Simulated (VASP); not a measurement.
# Ge (Fd-3m) in VASP: notebook

The runs below take Ge through single point, with r2SCAN.

Everything below comes from runs of VASP 6.6.1. Logs are shortened: lines on timing, memory, paths and dates and some standing lists are left out, and cuts for length are marked.

## 1. The cell of the first run

The structure is cubic, space group Fd-3m (No. 227). The conventional cell has a = 5.401 Å, b = 5.401 Å, c = 5.401 Å, α = 90.00°, β = 90.00°, γ = 90.00°. Within 3.1 Å of Ge (site symmetry -43m) lie 4 Ge at 2.34 Å.

## 2. Single point, r2SCAN

Contents of POSCAR:

```
Ge
1.0
    2.7003872352      2.7003872352      0.0000000000
   -2.7003872352      2.7003872352      0.0000000000
    0.0000000000      2.7003872352      2.7003872352
Ge
2
Direct
    0.5000000000      0.5000000000      0.0000000000
    0.7500000000      0.2500000000      0.5000000000
```

Contents of INCAR.step1:

```
ALGO = Normal
EDIFF = 1E-4
ENCUT = 520
GGA = PE
ISMEAR = 0
LASPH = T
LCHARG = F
LREAL = F
LWAVE = T
NBANDS = 21
NELM = 60
PREC = Accurate
SIGMA = 0.01
```

Contents of INCAR.step2:

```
ALGO = Normal
EDIFF = 1E-6
ENCUT = 520
ISIF = 2
ISMEAR = 0
ISTART = 1
LASPH = T
LCHARG = T
LELF = T
LMIXTAU = T
LREAL = F
LVHAR = T
LWAVE = F
METAGGA = R2SCAN
NBANDS = 21
NELM = 60
PREC = Accurate
SIGMA = 0.01
```

Contents of KPOINTS:

```
k-points
0
Gamma
  12 12 12
```

Potentials or basis: VASP PAW PBE potentials, release 64 (Ge_d).

The run is started by

```
> cat potpaw_PBE.64/Ge_d/POTCAR > POTCAR
> cp INCAR.step1 INCAR
> mpirun -np 1 vasp_std > vasp.out
> cp INCAR.step2 INCAR
> mpirun -np 1 vasp_std > vasp.out
```

OUTCAR:

```text
EDIFF = 1E-6
   ENCUT = 520
   ISIF = 2
   ISMEAR = 0
   ISTART = 1
   LASPH = T
   LREAL = F
   METAGGA = R2SCAN
   NELM = 60
   PREC = Accurate

 ion  position               nearest neighbor table
   1  0.500  0.500  0.000-   2 2.34   2 2.34   2 2.34   2 2.34
   2  0.750  0.250  0.500-   1 2.34   1 2.34   1 2.34   1 2.34

  LATTYP: Found a face centered cubic cell.
 ALAT       =     5.4007744704

  Lattice vectors:

 A1 = (   0.0000000000,   2.7003872352,   2.7003872352)
 A2 = (   2.7003872352,   0.0000000000,   2.7003872352)
 A3 = (   2.7003872352,   2.7003872352,   0.0000000000)

Analysis of symmetry for initial positions (statically):
=====================================================================
 Subroutine PRICEL returns:
 Original cell was already a primitive cell.

 Routine SETGRP: Setting up the symmetry group for a
 face centered cubic supercell.

 Subroutine GETGRP returns: Found 48 space group operations
 (whereof 24 operations were pure point group operations)
 out of a pool of 48 trial point group operations.

The static configuration has the point symmetry T_d .
 The point group associated with its full space group is O_h .

Analysis of symmetry for dynamics (positions and initial velocities):
=====================================================================
 Subroutine PRICEL returns:
 Original cell was already a primitive cell.

 Routine SETGRP: Setting up the symmetry group for a
 face centered cubic supercell.

 Subroutine GETGRP returns: Found 48 space group operations
 (whereof 24 operations were pure point group operations)
 out of a pool of 48 trial point group operations.

The dynamic configuration has the point symmetry T_d .
 The point group associated with its full space group is O_h .

 Subroutine INISYM returns: Found 48 space group operations
 (whereof 24 operations are pure point group operations),
 and found     1 'primitive' translations

----------------------------------------------------------------------------------------

                                     Primitive cell

  volume of cell :      39.3829

  direct lattice vectors                    reciprocal lattice vectors
     2.700387235  2.700387235  0.000000000     0.185158630  0.185158630 -0.185158630
    -2.700387235  2.700387235  0.000000000    -0.185158630  0.185158630 -0.185158630
     0.000000000  2.700387235  2.700387235     0.000000000  0.000000000  0.370317259

  length of vectors
     3.818924252  3.818924252  3.818924252     0.320704154  0.320704154  0.370317259

  position of ions in fractional coordinates (direct lattice)
     0.500000000  0.500000000  0.000000000
     0.750000000  0.250000000  0.500000000

  ion indices of the primitive-cell ions
   primitive index   ion index
                 1           1
                 2           2

----------------------------------------------------------------------------------------

 KPOINTS: k-points

Automatic generation of k-mesh.
 Grid dimensions read from file:
 generate k-points for:   12   12   12

 Generating k-lattice:

  Cartesian coordinates                     Fractional coordinates (reciprocal lattice)
     0.015429886  0.015429886 -0.015429886     0.083333333  0.000000000  0.000000000
    -0.015429886  0.015429886 -0.015429886     0.000000000  0.083333333  0.000000000
     0.000000000  0.000000000  0.030859772     0.000000000  0.000000000  0.083333333

  Length of vectors
     0.026725346  0.026725346  0.030859772

  Shift w.r.t. Gamma in fractional coordinates (k-lattice)
     0.000000000  0.000000000  0.000000000

 Subroutine IBZKPT returns following result:
 ===========================================

 Found     72 irreducible k-points:

 Following reciprocal coordinates:
            Coordinates               Weight
  0.000000  0.000000  0.000000      1.000000
  0.083333  0.000000  0.000000      8.000000
  0.166667  0.000000  0.000000      8.000000
  0.250000  0.000000  0.000000      8.000000
  0.333333  0.000000  0.000000      8.000000
  0.416667  0.000000  0.000000      8.000000
[... 16 lines left out ...]
  0.500000  0.166667  0.000000     24.000000
 -0.416667  0.166667  0.000000     24.000000
 [... further k-points ...]
   k-points           NKPTS =     72   k-points in BZ     NKDIM =     72   number of bands    NBANDS=     21
   number of dos      NEDOS =    301   number of ions     NIONS =      2
   total plane-waves  NPLWV =  21952
   dimension x,y,z NGX =    28 NGY =   28 NGZ =   28
   dimension x,y,z NGXF=    56 NGYF=   56 NGZF=   56
   ions per type =               2
   NGX,Y,Z   is equivalent  to a cutoff of  12.19, 12.19, 12.19 a.u.
   NGXF,Y,Z  is equivalent  to a cutoff of  24.38, 24.38, 24.38 a.u.
 SYSTEM =  unknown system
   PREC   = accura    normal or accurate (medium, high low for compatibility)
   ISTART =      1    job   : 0-new  1-cont  2-samecut
   ICHARG =      0    charge: 1-file 2-atom 10-const
   ISPIN  =      1    spin polarized calculation?
   LNONCOLLINEAR =      F non collinear calculations
   LSORBIT =      F    spin-orbit coupling
   LASPH  =      T    aspherical Exc in radial PAW
   ENCUT  =  520.0 eV  38.22 Ry    6.18 a.u.   7.10  7.10  7.10*2*pi/ulx,y,z
   NELM   =     60;   NELMIN=  2; NELMDL=  0     # of ELM steps
   EDIFF  = 0.1E-05   stopping-criterion for ELM
   LREAL  =      F    real-space projection
   EDIFFG = 0.1E-04   stopping-criterion for IOM
   NSW    =      0    number of steps for IOM
   IBRION =     -1    ionic relax: 0-MD 1-quasi-New 2-CG
   NFREE  =      0    steps in history (QN), initial steepest desc. (CG)
   ISIF   =      2    stress and relaxation
   ISYM   =      2    0-nonsym 1-usesym 2-fastsym
   POTIM  = 0.5000    time-step for ionic-motion
   TEBEG  =    0.0;   TEEND  =   0.0 temperature during run
   PSTRESS=    0.0 pullay stress
   NELECT =      28.0000    total number of electrons
   NUPDOWN=      -1.0000    fix difference up-down
   EMIN   =  10.00;   EMAX   =-10.00  energy-range for DOS
   EFERMI =   0.00;   METHOD = LEGACY
   ISMEAR =     0;   SIGMA  =   0.01  broadening in eV -4-tet -1-fermi 0-gaus
   EFERMI_NEDOS =   21; number of points for ismear=-14 and -15
   IALGO  =     38    algorithm
   IMIX   =      4    mixing-type and parameters
     AMIX     =   0.40;   BMIX     =  1.00
     AMIX_MAG =   1.60;   BMIX_MAG =  1.00
  volume/ion in A,a.u.               =      19.69       132.88
  Fermi-wavevector in a.u.,A,eV,Ry     =   1.461139  2.761152 29.047438  2.134926
  Thomas-Fermi vector in A             =   2.577506
   LORBIT       =      0    0 simple, 1 ext, 2 COOP (PROOUT), +10 PAW based schemes
   METAGGA = R2SCAN    functional components
   LHFCALC =     F    Hartree Fock is set to
   AEXX    =    0.0000 exact exchange contribution
   IVDW    =     0    specifies the selected vdW correction
   LEPSILON=     F    determine dielectric tensor
   LRPA    =     F    only Hartree local field effects (RPA)
 non-spin polarized calculation
 Gauss-broadening in eV      SIGMA  =   0.01
  energy-cutoff  :      520.00
  volume of cell :       39.38
 maximum number of plane-waves:      1074
   NGX = 15   NGY = 15   NGZ = 15

 number of electron      27.9999971 magnetization

 Free energy of the ion-electron system (eV)
  ---------------------------------------------------
  ext. energy  EPLUGINS =         0.00000000
  ---------------------------------------------------
  free energy    TOTEN  =       -27.48117448 eV

  energy without entropy =      -27.48117448  energy(sigma->0) =      -27.48117448

 E-fermi :   6.3243     XC(G=0): -11.5691

 val. band max:        6.2856806447   @ k =   0.0000   0.0000   0.0000
 cond. band min:       6.8428058868   @ k =  -0.4167   0.4167   0.0000
 fundamental gap:      0.5571252421
 Fermi energy:         6.3243071592

 k-point     1 :       0.0000    0.0000    0.0000
  band No.  band energies     occupation
      1     -19.4753      2.00000
      2     -19.4753      2.00000
      3     -19.4752      2.00000
      4     -19.4237      2.00000
      5     -19.4236      2.00000
      6     -19.1152      2.00000
[... 13 lines left out ...]
     20      16.5834      0.00000
     21      16.5834      0.00000

 k-point     2 :       0.0833    0.0000    0.0000
  band No.  band energies     occupation
      1     -19.4819      2.00000
      2     -19.4819      2.00000
      3     -19.4736      2.00000
      4     -19.4144      2.00000
      5     -19.4144      2.00000
      6     -19.1213      2.00000
[... 13 lines left out ...]
     20      15.9250      0.00000
     21      15.9250      0.00000

 k-point     3 :       0.1667    0.0000    0.0000
  band No.  band energies     occupation
      1     -19.4934      2.00000
      2     -19.4933      2.00000
      3     -19.4693      2.00000
      4     -19.3965      2.00000
      5     -19.3964      2.00000
      6     -19.1330      2.00000
[... 13 lines left out ...]
     20      15.2833      0.00000
     21      15.2833      0.00000

 k-point     4 :       0.2500    0.0000    0.0000
  band No.  band energies     occupation
      1     -19.5023      2.00000
      2     -19.5023      2.00000
      3     -19.4633      2.00000
      4     -19.3797      2.00000
      5     -19.3796      2.00000
      6     -19.1432      2.00000
[... 13 lines left out ...]
     20      15.3031      0.00000
     21      15.3031      0.00000

 k-point     5 :       0.3333    0.0000    0.0000
  band No.  band energies     occupation
      1     -19.5073      2.00000
      2     -19.5073      2.00000
      3     -19.4572      2.00000
      4     -19.3683      2.00000
      5     -19.3683      2.00000
      6     -19.1489      2.00000
[... 13 lines left out ...]
     20      16.1255      0.00000
     21      16.1255      0.00000

 k-point     6 :       0.4167    0.0000    0.0000
  band No.  band energies     occupation
      1     -19.5094      2.00000
      2     -19.5094      2.00000
      3     -19.4527      2.00000
      4     -19.3628      2.00000
      5     -19.3628      2.00000
      6     -19.1506      2.00000
[... 13 lines left out ...]
     20      17.5521      0.00000
     21      17.5521      0.00000

 k-point     7 :       0.5000    0.0000    0.0000
  band No.  band energies     occupation
      1     -19.5099      2.00000
      2     -19.5099      2.00000
      3     -19.4511      2.00000
      4     -19.3614      2.00000
      5     -19.3614      2.00000
      6     -19.1507      2.00000
[... 13 lines left out ...]
     20      18.9388      0.00000
     21      18.9389      0.00000
[... 291 lines left out ...]
      1     -19.5201      2.00000
      2     -19.5192      2.00000
      3     -19.4340      2.00000
      4     -19.3721      2.00000
      5     -19.3355      2.00000
      6     -19.1875      2.00000
[... 13 lines left out ...]
     20      17.0916      0.00000
     21      19.0870      0.00000

 k-point    21 :       0.3333    0.1667    0.0000
  band No.  band energies     occupation
      1     -19.5298      2.00000
      2     -19.5213      2.00000
      3     -19.4207      2.00000
      4     -19.3585      2.00000
      5     -19.3268      2.00000
      6     -19.1901      2.00000
[... 13 lines left out ...]
     20      16.6157      0.00000
     21      18.7619      0.00000

 k-point    22 :       0.4167    0.1667    0.0000
  band No.  band energies     occupation
      1     -19.5354      2.00000
      2     -19.5191      2.00000
      3     -19.4189      2.00000
      4     -19.3420      2.00000
      5     -19.3296      2.00000
      6     -19.1955      2.00000
[... 13 lines left out ...]
     20      17.0129      0.00000
     21      17.9745      0.00000

 k-point    23 :       0.5000    0.1667    0.0000
  band No.  band energies     occupation
      1     -19.5354      2.00000
      2     -19.5148      2.00000
      3     -19.4278      2.00000
      4     -19.3395      2.00000
      5     -19.3276      2.00000
      6     -19.2153      2.00000
[... 13 lines left out ...]
     20      18.9108      0.00000
     21      18.9726      0.00000

 k-point    24 :      -0.4167    0.1667    0.0000
  band No.  band energies     occupation
      1     -19.5300      2.00000
      2     -19.5094      2.00000
      3     -19.4437      2.00000
      4     -19.3526      2.00000
      5     -19.3214      2.00000
      6     -19.2268      2.00000
[... 13 lines left out ...]
     20      18.3109      0.00000
     21      18.7315      0.00000

 [... further k-points ...]

------------------------ aborting loop because EDIFF is reached ----------------------------------------

  FORCE on cell =-STRESS in cart. coord.  units (eV):
  Direction    XX          YY          ZZ          XY          YZ          ZX
  --------------------------------------------------------------------------------------
  -------------------------------------------------------------------------------------
  Total        3.7317212      3.7317212      3.7317212      0.0000000      0.0000000      0.0000000
  in kB      151.8139337    151.8139337    151.8139337      0.0000000      0.0000000      0.0000000
  external PRESSURE =     151.8139337 kB  Pullay stress =       0.0000000 kB

 VOLUME and BASIS-vectors are now :
 -----------------------------------------------------------------------------
  energy-cutoff  :      520.00
  volume of cell :       39.38
      direct lattice vectors                 reciprocal lattice vectors
     2.700387235  2.700387235  0.000000000     0.185158630  0.185158630 -0.185158630
    -2.700387235  2.700387235  0.000000000    -0.185158630  0.185158630 -0.185158630
     0.000000000  2.700387235  2.700387235     0.000000000  0.000000000  0.370317259

 POSITION                                       TOTAL-FORCE (eV/Angst)
 -----------------------------------------------------------------------------------
      0.00000      2.70039      0.00000        -0.000000      0.000000      0.000000
      1.35019      4.05058      1.35019         0.000000     -0.000000     -0.000000
 -----------------------------------------------------------------------------------
    total drift:                               -0.000000      0.000000     -0.000000

  FREE ENERGIE OF THE ION-ELECTRON SYSTEM (eV)
  ---------------------------------------------------
  free  energy   TOTEN  =       -27.4811744839 eV

  energy  without entropy=      -27.4811744839  energy(sigma->0) =      -27.48117448
```

It took 4.5 min on 1 thread of Intel Xeon 8259CL, shared host; peak memory 0.19 GiB.

What came out:

```
Free energy            : -27.4812 eV
Pressure               : 15.2 GPa
Band gap on the k mesh : 0.56 eV (least direct gap 1.81 eV)
```

Levels at points of the mesh, in eV from the valence-band top:
```
           k point  band 11  band 12  band 13  band 14  band 15  band 16  band 17  band 18
(0.00, 0.00, 0.00)   -14.50     0.00     0.00     0.00     1.81     2.74     2.74     2.74
(0.50, 0.00, 0.00)   -11.92    -8.65    -1.73    -1.73     0.94     4.03     4.03     7.72
(0.50, 0.50, 0.00)    -9.83    -9.83    -3.78    -3.78     0.76     0.76    11.35    11.35
```

Caveat: the cell stands under pressure; semilocal functionals underestimate gaps, and a narrow one can read as zero; the PAW data sets were made with another functional, which shifts forces and pressure a little.

## 3. Single point, r2SCAN

This run uses another cell than the first one, of 20.50 Å³/atom.

Contents of POSCAR:

```
Ge
1.0
    2.7367863740      2.7367863740      0.0000000000
   -2.7367863740      2.7367863740      0.0000000000
    0.0000000000      2.7367863740      2.7367863740
Ge
2
Direct
    0.5000000000      0.5000000000      0.0000000000
    0.7500000000      0.2500000000      0.5000000000
```

Contents of INCAR.step1:

```
PREC     = Accurate       # precision mode
ENCUT    = 520            # plane-wave cutoff, eV
ISMEAR   = 0              # smearing method
SIGMA    = 0.01           # smearing width, eV
LREAL    = False          # projectors in reciprocal space
LASPH    = True           # aspherical terms in the spheres
NELM     = 80             # most SCF steps
NBANDS   = 21             # bands
GGA      = PE             # functional
ALGO     = Normal         # electronic algorithm
EDIFF    = 1E-4           # SCF threshold, eV
LWAVE    = True           # write WAVECAR
LCHARG   = False          # write CHGCAR
```

Contents of INCAR.step2:

```
PREC     = Accurate       # precision mode
ENCUT    = 520            # plane-wave cutoff, eV
EDIFF    = 1E-6           # SCF threshold, eV
ISMEAR   = 0              # smearing method
SIGMA    = 0.01           # smearing width, eV
LREAL    = False          # projectors in reciprocal space
LASPH    = True           # aspherical terms in the spheres
NELM     = 80             # most SCF steps
ALGO     = Normal         # electronic algorithm
ISIF     = 2              # what is computed and relaxed
LWAVE    = False          # write WAVECAR
LCHARG   = False          # write CHGCAR
METAGGA  = R2SCAN         # meta-GGA
LMIXTAU  = True         
NBANDS   = 21             # bands
ISTART   = 1
```

Contents of KPOINTS:

```
Automatic mesh
0
Gamma
  12 12 12
```

Potentials or basis: VASP PAW PBE potentials, release 64 (Ge_d).

The run is started by

```
> cat potpaw_PBE.64/Ge_d/POTCAR > POTCAR
> cp INCAR.step1 INCAR
> mpirun -np 1 vasp_std > vasp.out
> cp INCAR.step2 INCAR
> mpirun -np 1 vasp_std > vasp.out
```

It took 5.5 min on 1 thread of Intel Xeon 8259CL, shared host; peak memory 0.2 GiB.

Results (log left out):

| Property | Result |
| --- | --- |
| Free energy | -27.6082 eV |
| Pressure | 10.1 GPa |
| Band gap on the k mesh | 0.63 eV (least direct gap 1.39 eV) |

Levels at points of the mesh, in eV from the valence-band top:
```tsv
k point	band 12	band 13	band 14	band 15	band 16	band 17
(0.00, 0.00, 0.00)	0.00	0.00	0.00	1.39	2.74	2.74
(0.50, 0.00, 0.00)	-8.40	-1.66	-1.66	0.79	4.03	4.03
(0.50, 0.50, 0.00)	-9.64	-3.61	-3.61	0.83	0.83	10.99
```

Caveat: the cell stands under pressure; semilocal functionals underestimate gaps, and a narrow one can read as zero; the PAW data sets were made with another functional, which shifts forces and pressure a little. A k mesh can miss the band edges.

(Part 1 of 2 ends here.)
